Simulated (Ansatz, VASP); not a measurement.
**B4N3: VASP beside Ansatz**

```
B N
1.0
     0.42629    0.73528    3.20524
     4.82293   -0.03736    0.62391
    -2.43730    4.16169    0.62815
B N
4 3
Cartesian
  2.4278 0.0790 -0.1617
  3.5279 1.9804 1.4115
  1.2371 2.0366 0.6262
  -2.4438 4.1655 0.6281
  -1.2199 3.4576 0.6275
  1.2026 3.4577 0.8147
  -0.0120 1.3577 0.4381
```

Change from the starting cell: cell x1, atoms moved at random (sigma 0.1 Å) and cell strained at random (1.5 %), then relaxed without symmetry.

Alike in both runs: functional PBE; k mesh 6 × 6 × 6; occupations gaussian, width 0.2 eV; no spin polarisation.

Ansatz relaxed the structure, and its values are those at the end. VASP's run is a single point on that final structure, the one shown.

|  | VASP | Ansatz |
| --- | --- | --- |
| version | VASP 6.6.1 | Ansatz 0.2.0 |
| potentials or method | VASP PAW PBE potentials, release 64 (B, N), cutoff 520 eV | scalar-relativistic, plane waves, PAW |
| valence electrons in the cell | 27 | 27 |

|  | VASP | Ansatz | Ansatz less VASP |
| --- | --- | --- | --- |
| gap on the k mesh at the Fermi level (eV) | none | none | - |
| pressure (GPa) | 0.0 | -0.1 | -0.09 |
| rms of the force components (eV/Å) | 0.006 | 0.008 | +0.0018 |

A gap of «none» marks a metal or a gap that the smearing closes. With one functional, cell and mesh, what is left measures potentials, basis and numerics.

The k mesh is coarse, so the values compare programs but aren't converged.
